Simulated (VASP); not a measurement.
## Lu: electric field gradients with PBE

The system is Lu.

```
Lu
1.0
     3.45040    0.00000    0.00000
    -1.72520    2.98813    0.00000
     0.00000    0.00000    5.47223
Lu
2
Direct
  0.33333 0.66667 0.25000
  0.66667 0.33333 0.75000
```

- Program: VASP 6.6.1
- Task: electric field gradients
- Functional: PBE
- Potentials or basis: VASP PAW PBE potentials, release 64 (Lu)
- Cutoff: 520 eV
- k mesh: 13 × 13 × 8
- Occupations: fermi-dirac, width 0.03 eV
- Spin: no spin polarisation
- Dipole correction: no
- Further INCAR settings: ALGO = Normal; EDIFF = 1e-08; NBANDS = 32

```yaml
Pressure: 1.7 GPa
Band_gap_on_the_k_mesh: zero (bands 25 and 26 overlap by 1.77 eV)
Largest_electric_field_gradient_by_atom: Lu +65.7 V/Å²
```

Stress tensor (GPa, compression positive):
```
2.15 0.00 0.00
0.00 2.15 0.00
0.00 0.00 0.69
```

Levels at points of the mesh, in eV from the Fermi level:
```tsv
k point	band 23	band 24	band 25	band 26	band 27	band 28
(0.00, 0.00, 0.00)	-4.79	-2.49	0.66	2.25	2.25	2.53
(0.00, 0.00, 0.50)	-4.42	-4.42	1.16	1.16	2.18	2.18
```

Electric field gradients, principal values (V/Å²):
| atom | least | middle | greatest (by size) |
| --- | --- | --- | --- |
| 1 Lu | -32.835 | -32.840 | 65.675 |
| 2 Lu | -32.835 | -32.840 | 65.675 |

It took 2.3 min on 1 thread of Intel(R) Xeon(R) 6975P-C (Granite Rapids), with other jobs on the host, peak memory 0.29 GiB.

Caveat: without QUAD_EFG the Cq values of the log hold for a quadrupole moment of 1 mb, not for the nuclei; spin-orbit coupling is left out, which moves the levels of the heavy elements.
